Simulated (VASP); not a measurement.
# HfSiO4 (Hafnon): single point with PBEsol

The system is HfSiO4 (Hafnon).

```
CELL_PARAMETERS angstrom
-3.26419 3.26419 2.96159
3.26419 -3.26419 2.96159
3.26419 3.26419 -2.96159
ATOMIC_POSITIONS crystal
Hf 0.00000 0.00000 0.00000
Hf 0.75000 0.25000 0.50000
Si 0.50000 0.50000 0.00000
Si 0.25000 0.75000 0.50000
O 0.68020 0.49570 0.81550
O 0.24570 0.93020 0.31550
O 0.68020 0.86470 0.18450
O 0.61470 0.93020 0.68450
O 0.06980 0.38530 0.31550
O 0.50430 0.31980 0.18450
O 0.06980 0.75430 0.68450
O 0.13530 0.31980 0.81550
```

```json
{
 "Program": "VASP 6.6.1",
 "Task": "single point",
 "Functional": "PBEsol",
 "Potentials or basis": "VASP PAW PBE potentials, release 64 (Hf_pv, Si, O)",
 "Cutoff": "600 eV",
 "k mesh": "6 × 6 × 6",
 "Occupations": "fermi-dirac, width 0.05 eV",
 "Spin": "no spin polarisation"
}
```

```
Pressure               : 5.0 GPa
Largest force          : 0.865 eV/Å
Band gap on the k mesh : 5.41 eV, indirect (least direct gap 5.79 eV)
```

Forces in eV/Å, atoms in the order of the input:
```
Hf   0.000  0.000  0.000
Hf   0.000  0.000  0.000
Si   0.000  0.000  0.000
Si   0.000  0.000  0.000
O   -0.655  0.000  0.565
O    0.000 -0.655  0.565
O    0.655  0.000  0.565
O    0.000  0.655  0.565
O   -0.655  0.000 -0.565
O    0.000  0.655 -0.565
O    0.655  0.000 -0.565
O    0.000 -0.655 -0.565
```

Stress tensor (GPa, compression positive):
```
4.47 0.00 0.00
0.00 4.47 0.00
0.00 0.00 6.07
```

Levels at points of the mesh, in eV from the valence-band top:
```csv
k point,band 35,band 36,band 37,band 38,band 39,band 40,band 41,band 42
"(0.00, 0.00, 0.00)",-0.58,-0.58,-0.58,0.00,5.83,6.10,6.26,6.31
"(0.50, 0.00, 0.00)",-0.98,-0.87,-0.28,-0.19,5.70,5.86,6.66,6.86
"(0.50, 0.50, 0.00)",-0.97,-0.97,-0.63,-0.63,5.41,5.41,6.57,6.57
"(0.50, 0.50, 0.50)",-1.15,-1.15,-0.87,-0.87,6.33,6.33,6.74,6.74
```

Run time: 2.3 min on 1 thread of AMD EPYC 9R45 96-Core Processor (Zen 5), on a shared host, peak memory 0.39 GiB.

Caveat: the PAW data sets were made with another functional, which shifts forces and pressure a little; spin-orbit coupling is left out, which moves the levels of the heavy elements. A k mesh can miss the band edges.
